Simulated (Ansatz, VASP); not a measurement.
## One calculation of HfAlO, two programs

```
CELL_PARAMETERS angstrom
3.34693 0.00000 0.00000
0.00000 3.34693 0.00000
0.00000 0.00000 7.64807
ATOMIC_POSITIONS crystal
Hf 0.50000 0.00000 0.67961
Hf 0.00000 0.50000 0.32039
Al 0.00000 0.00000 0.00000
Al 0.50000 0.50000 0.00000
O 0.50000 0.00000 0.39638
O 0.00000 0.50000 0.60362
```

Change from the starting cell: species swapped into the BaMnGe type (P4/nmm, No. 129).

Alike in both runs: functional PBE; k mesh 4 × 4 × 4; occupations gaussian, width 0.1 eV; no spin polarisation.

Ansatz relaxed the structure, and its values are those at the end. VASP's run is a single point on that final structure, the one shown.

|  | VASP | Ansatz |
| --- | --- | --- |
| version | VASP 6.6.1 | Ansatz 0.2.0 |
| potentials or method | VASP PAW PBE potentials, release 64 (Hf_pv, Al, O), cutoff 520 eV | scalar-relativistic, plane waves, PAW |
| valence electrons in the cell | 38 | 70 |

```tsv
	VASP	Ansatz	Ansatz less VASP
gap on the k mesh at the Fermi level (eV)	none	none	-
pressure (GPa)	-1.1	0.0	+1.15
rms of the force components (eV/Å)	0.050	0.001	-0.0481
```

A gap of «none» marks a metal or a gap that the smearing closes. VASP's potentials hold 38 valence electrons a cell and Ansatz's 70, so a difference there can come from the potentials and not from the codes.

The k mesh is coarse, so the values compare programs but aren't converged. Spin-orbit coupling is off throughout.
